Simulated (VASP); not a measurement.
AlP: vibrations by perturbation theory with LDA

The system is AlP.

```
Al P
1.0
     0.00000    2.71683    2.71683
     2.71683    0.00000    2.71683
     2.71683    2.71683    0.00000
Al P
1 1
Direct
  0.00000 0.00000 0.00000
  0.25000 0.25000 0.25000
```

```
Program                : VASP 6.6.1
Task                   : vibrations by perturbation theory
Functional             : LDA
Potentials or basis    : VASP PAW LDA potentials, release 64 (Al, P)
Cutoff                 : 500 eV
k mesh                 : 8 × 8 × 8
Occupations            : gaussian, width 0.01 eV
Spin                   : no spin polarisation
Dipole correction      : no
Further INCAR settings : ALGO = Normal; EDIFF = 1e-08; NBANDS = 11; IBRION = 8; NSW = 1
```

| Quantity | Value |
| --- | --- |
| Electronic dielectric tensor (diagonal) | 8.59 |
| Born charges (mean of the diagonal) | Al +2.23; P -2.23 e |
| Highest phonon frequency at Γ, LO-TO splitting left out | 441 cm⁻¹ |

Phonon frequencies in cm⁻¹ (negative: imaginary):
| q point | frequencies |
| --- | --- |
| (0.000, 0.000, 0.000) | 0 0 0 441 441 441 |

Electronic dielectric tensor:
```
8.59 0.00 0.00
0.00 8.59 0.00
0.00 0.00 8.59
```

Born effective charge tensors (e):
atom 1, Al
```
2.23 0.00 0.00
0.00 2.23 0.00
0.00 0.00 2.23
```
atom 2, P
```
-2.23  0.00  0.00
 0.00 -2.23  0.00
 0.00  0.00 -2.23
```

Wall time 4.2 min on 1 thread of AMD EPYC 9R14 (Zen 4) (shared host), peak memory 0.19 GiB.
